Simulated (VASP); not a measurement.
# Se (Fm-3m) in VASP: a series of runs

Se is run at these levels: PBE; tasks: single point.

Program: VASP 6.6.1. These are calculated values, not measurements. Logs are shortened: lines on timing, memory, paths and dates and some standing lists are left out, and cuts for length are marked.

### 1 The cell of the first run

Symmetry: Fm-3m, No. 225, cubic system. Conventional cell: a = 4.337 Å, b = 4.337 Å, c = 4.337 Å, α = 90.00°, β = 90.00°, γ = 90.00°. Within 4.0 Å of Se (site symmetry m-3m) lie 12 Se at 3.07 Å.

### 2 Single point, PBE

The input, INCAR:

```
ALGO = Normal ; EDIFF = 1E-6
ENCUT = 520 ; GGA = PE
ISIF = 2 ; ISMEAR = -1
LASPH = True ; LCHARG = False
LREAL = False ; LWAVE = False
NBANDS = 9 ; NELM = 60
PREC = Accurate ; SIGMA = 0.15
```

The input, KPOINTS:

```
k-points
0
Gamma
  4 4 4
```

The input, POSCAR:

```
Se
1.0
    0.0000000000      2.1687000000      2.1687000000
    2.1687000000      0.0000000000      2.1687000000
    2.1687000000      2.1687000000      0.0000000000
Se
1
Direct
    0.0000000000      0.0000000000      0.0000000000
```

Potentials or basis: VASP PAW PBE potentials, release 64 (Se).

Launch:

```sh
> cat potpaw_PBE.64/Se/POTCAR > POTCAR
> mpirun -np 1 vasp_std > vasp.out
```

OUTCAR:

```text
EDIFF = 1E-6
   ENCUT = 520
   GGA = PE
   ISIF = 2
   ISMEAR = -1
   LASPH = True
   LREAL = False
   NELM = 60
   PREC = Accurate

 ion  position               nearest neighbor table
   1  0.000  0.000  0.000-

  LATTYP: Found a face centered cubic cell.
 ALAT       =     4.3374000000

  Lattice vectors:

 A1 = (   0.0000000000,   2.1687000000,   2.1687000000)
 A2 = (   2.1687000000,   0.0000000000,   2.1687000000)
 A3 = (   2.1687000000,   2.1687000000,   0.0000000000)

Analysis of symmetry for initial positions (statically):
=====================================================================
 Subroutine PRICEL returns:
 Original cell was already a primitive cell.

 Routine SETGRP: Setting up the symmetry group for a
 face centered cubic supercell.

 Subroutine GETGRP returns: Found 48 space group operations
[... 9 lines left out ...]

 Routine SETGRP: Setting up the symmetry group for a
 face centered cubic supercell.

 Subroutine GETGRP returns: Found 48 space group operations
[... 11 lines left out ...]
                                     Primitive cell

  volume of cell :      20.3999

  direct lattice vectors                    reciprocal lattice vectors
     0.000000000  2.168700000  2.168700000    -0.230552866  0.230552866  0.230552866
     2.168700000  0.000000000  2.168700000     0.230552866 -0.230552866  0.230552866
     2.168700000  2.168700000  0.000000000     0.230552866  0.230552866 -0.230552866

  length of vectors
     3.067004953  3.067004953  3.067004953     0.399329277  0.399329277  0.399329277

  position of ions in fractional coordinates (direct lattice)
     0.000000000  0.000000000  0.000000000

  ion indices of the primitive-cell ions
   primitive index   ion index
                 1           1

----------------------------------------------------------------------------------------

 KPOINTS: k-points

Automatic generation of k-mesh.
 Grid dimensions read from file:
 generate k-points for:    4    4    4

 Generating k-lattice:

  Cartesian coordinates                     Fractional coordinates (reciprocal lattice)
    -0.057638216  0.057638216  0.057638216     0.250000000  0.000000000  0.000000000
     0.057638216 -0.057638216  0.057638216     0.000000000  0.250000000  0.000000000
     0.057638216  0.057638216 -0.057638216     0.000000000  0.000000000  0.250000000

  Length of vectors
[... 37 lines left out ...]
   NELM   =     60;   NELMIN=  2; NELMDL= -5     # of ELM steps
   EDIFF  = 0.1E-05   stopping-criterion for ELM
   LREAL  =      F    real-space projection
   EDIFFG = 0.1E-04   stopping-criterion for IOM
   NSW    =      0    number of steps for IOM
   IBRION =     -1    ionic relax: 0-MD 1-quasi-New 2-CG
   NFREE  =      0    steps in history (QN), initial steepest desc. (CG)
   ISIF   =      2    stress and relaxation
   ISYM   =      2    0-nonsym 1-usesym 2-fastsym
   POTIM  = 0.5000    time-step for ionic-motion
   TEBEG  =    0.0;   TEEND  =   0.0 temperature during run
   PSTRESS=    0.0 pullay stress
   NELECT =       6.0000    total number of electrons
   NUPDOWN=      -1.0000    fix difference up-down
   EMIN   =  10.00;   EMAX   =-10.00  energy-range for DOS
   EFERMI =   0.00;   METHOD = LEGACY
   ISMEAR =    -1;   SIGMA  =   0.15  broadening in eV -4-tet -1-fermi 0-gaus
   EFERMI_NEDOS =   21; number of points for ismear=-14 and -15
   IALGO  =     38    algorithm
   IMIX   =      4    mixing-type and parameters
     AMIX     =   0.40;   BMIX     =  1.00
     AMIX_MAG =   1.60;   BMIX_MAG =  1.00
  volume/ion in A,a.u.               =      20.40       137.67
  Fermi-wavevector in a.u.,A,eV,Ry     =   1.088719  2.057380 16.127106  1.185309
  Thomas-Fermi vector in A             =   2.224907
   LORBIT       =      0    0 simple, 1 ext, 2 COOP (PROOUT), +10 PAW based schemes
   GGA     = PE    functional components
   LHFCALC =     F    Hartree Fock is set to
   AEXX    =    0.0000 exact exchange contribution
   IVDW    =     0    specifies the selected vdW correction
   LEPSILON=     F    determine dielectric tensor
   LRPA    =     F    only Hartree local field effects (RPA)
 non-spin polarized calculation
  energy-cutoff  :      520.00
  volume of cell :       20.40
 maximum number of plane-waves:       568
 NGX is ok and might be reduce to    24
   NGX = 11   NGY = 11   NGZ = 11

 number of electron       6.0000001 magnetization

 Free energy of the ion-electron system (eV)
  ---------------------------------------------------
  ext. energy  EPLUGINS =         0.00000000
  ---------------------------------------------------
  free energy    TOTEN  =        -3.06095967 eV

  energy without entropy =       -2.97423732  energy(sigma->0) =       -3.01759849

 E-fermi :   5.5913     XC(G=0): -10.5912

 val. band max:        4.5793070816   @ k =   0.5000   0.5000   0.0000
 cond. band min:       5.6279807559   @ k =   0.5000   0.2500   0.0000
 fundamental gap:      1.0486736743
 Fermi energy:         5.5912830053

 k-point     1 :       0.0000    0.0000    0.0000
  band No.  band energies     occupation
      1     -10.6383      2.00000
      2       8.3871      0.00000
      3       8.3871      0.00000
      4       8.3871      0.00000
      5      16.4216      0.00000
      6      17.3994      0.00000
      7      17.3994      0.00000
      8      17.3994      0.00000
      9      20.8630      0.00000
[... 73 lines left out ...]
 k-point     8 :      -0.2500    0.5000    0.2500
  band No.  band energies     occupation
      1      -6.1094      2.00000
      2       1.3349      2.00000
      3       1.3349      2.00000
      4       3.1595      2.00000
      5      14.9252      0.00000
      6      18.0464      0.00000
      7      18.0464      0.00000
      8      19.7380      0.00000
      9      29.5694      0.00000

------------------------ aborting loop because EDIFF is reached ----------------------------------------

  FORCE on cell =-STRESS in cart. coord.  units (eV):
  Direction    XX          YY          ZZ          XY          YZ          ZX
  --------------------------------------------------------------------------------------
  -------------------------------------------------------------------------------------
  Total       -0.0742809     -0.0742809     -0.0742809     -0.0000000     -0.0000000      0.0000000
  in kB       -5.8339026     -5.8339026     -5.8339026     -0.0000000     -0.0000000      0.0000000
  external PRESSURE =      -5.8339026 kB  Pullay stress =       0.0000000 kB

 VOLUME and BASIS-vectors are now :
 -----------------------------------------------------------------------------
  energy-cutoff  :      520.00
  volume of cell :       20.40
      direct lattice vectors                 reciprocal lattice vectors
     0.000000000  2.168700000  2.168700000    -0.230552866  0.230552866  0.230552866
     2.168700000  0.000000000  2.168700000     0.230552866 -0.230552866  0.230552866
     2.168700000  2.168700000  0.000000000     0.230552866  0.230552866 -0.230552866

 POSITION                                       TOTAL-FORCE (eV/Angst)
 -----------------------------------------------------------------------------------
      0.00000      0.00000      0.00000         0.000000     -0.000000     -0.000000
 -----------------------------------------------------------------------------------
    total drift:                               -0.000000     -0.000000      0.000000

  FREE ENERGIE OF THE ION-ELECTRON SYSTEM (eV)
  ---------------------------------------------------
  free  energy   TOTEN  =        -3.0609596675 eV

  energy  without entropy=       -2.9742373219  energy(sigma->0) =       -3.01759849
```

OSZICAR:

```text
N       E                     dE             d eps       ncg     rms          rms(c)
DAV:   1     0.113568959904E+02    0.11357E+02   -0.34345E+03   144   0.610E+02
DAV:   2    -0.280542939739E+01   -0.14162E+02   -0.13777E+02   200   0.797E+01
DAV:   3    -0.306297593620E+01   -0.25755E+00   -0.25703E+00   161   0.110E+01
DAV:   4    -0.306343090421E+01   -0.45497E-03   -0.45496E-03   207   0.563E-01
DAV:   5    -0.306343110979E+01   -0.20557E-06   -0.20521E-06   170   0.989E-03    0.319E+00
DAV:   6    -0.306127064659E+01    0.21605E-02   -0.31088E-03   188   0.301E-01    0.188E+00
DAV:   7    -0.306095569522E+01    0.31495E-03   -0.52081E-03   174   0.401E-01    0.833E-02
DAV:   8    -0.306095959061E+01   -0.38954E-05   -0.13561E-04   172   0.705E-02    0.104E-02
DAV:   9    -0.306095966753E+01   -0.76922E-07   -0.14479E-06   146   0.953E-03
   1 F= -.30609597E+01 E0= -.30175985E+01  d E =-.867223E-01
```

Wall time 3.2 s (1 thread of AMD EPYC 7R13 (Zen 3), shared host); peak memory 0.1 GiB.

What came out:

```
Free energy            : -3.0610 eV
Pressure               : -0.6 GPa
Band gap on the k mesh : zero (band 3 reaches 8.39 eV, above the bottom of band 4 at 3.16 eV)
```

Levels at points of the mesh, in eV from the Fermi level:
| k point | band 1 | band 2 | band 3 | band 4 | band 5 | band 6 |
| --- | --- | --- | --- | --- | --- | --- |
| (0.00, 0.00, 0.00) | -16.23 | 2.80 | 2.80 | 2.80 | 10.83 | 11.81 |
| (0.50, 0.00, 0.00) | -13.05 | -6.88 | 1.55 | 1.55 | 8.25 | 10.92 |
| (0.50, 0.50, 0.00) | -11.82 | -6.02 | -1.01 | -1.01 | 4.77 | 5.72 |

Caveat: the k points lie up to 0.63 Å⁻¹ apart.

### 3 Single point, PBE, non-collinear spin, zero start, spin-orbit coupling

The input, INCAR:

```
SYSTEM = Se
PREC = Accurate
ENCUT = 520
EDIFF = 1E-6
ISMEAR = -1
SIGMA = 0.15
LREAL = .FALSE.
LASPH = .TRUE.
NELM = 150
ALGO = Normal
ISIF = 2
LWAVE = .FALSE.
LCHARG = .FALSE.
MAGMOM = 0 0 0
LORBIT = 11
LSORBIT = .TRUE.
GGA_COMPAT = .FALSE.
LORBMOM = .TRUE.
GGA = PE
NBANDS = 17
```

The input, KPOINTS:

```
regular mesh
0
G
  4 4 4
  0 0 0
```

POSCAR is that of step 2.

Potentials or basis: VASP PAW PBE potentials, release 64 (Se).

Launch:

```sh
> cat potpaw_PBE.64/Se/POTCAR > POTCAR
> mpirun -np 1 vasp_ncl > vasp.out
```

It took 10 s on 1 thread of AMD EPYC 7R13 (Zen 3), shared host; peak memory 0.16 GiB.

Results (log left out):

* Free energy: -3.0875 eV
* Pressure: -0.5 GPa
* Net moment: 0.00 μB per cell
* Valence electrons inside the program's atomic spheres: Se 3.61

Moments on the atoms (μB; x, y, z):
```
Se  0.00 0.00 0.00
```

Caveat: the k points lie up to 0.63 Å⁻¹ apart.
